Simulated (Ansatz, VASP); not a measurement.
Ga: VASP beside Ansatz

```
Ga
1.0
     2.09971    0.00000    0.00000
    -1.04986    1.81841    0.00000
     0.00000    0.00000    2.03011
Ga
1
Direct
  0.00000 0.00000 0.00000
```

Change from the starting cell: volume scaled by 0.4, PAW files, source ansatz.

Alike in both runs: task single point; functional PBE; k mesh 17 × 17 × 15; occupations fermi-dirac, width 0.05 eV; no spin polarisation.

|  | VASP | Ansatz |
| --- | --- | --- |
| version | VASP 6.6.1 | Ansatz 0.2.0 |
| potentials or method | VASP PAW PBE potentials, release 64 (Ga_d) | PAW with other files of Ansatz's library (source ansatz), scalar-relativistic |
| plane-wave cutoff (eV) | 520 | 1020 |
| valence electrons in the cell | 13 | 21 |

Ansatz gave:

```
pressure (GPa)                                                : 413.4
traceless stress, the component that is largest in VASP (GPa) : 0.36
```

Question: Estimate VASP's values.

Answer: Pressure (GPa): 418.8; traceless stress, the component that is largest in VASP (GPa): 1.97.

Both programs put the cell under a high pressure, so it lies far from rest at this level. With one functional, cell and mesh, what is left measures potentials, basis and numerics. VASP's potentials hold 13 valence electrons a cell and Ansatz's 21, so a difference there can come from the potentials and not from the codes.

Noted on VASP's run: the cell as given lies far from equilibrium.
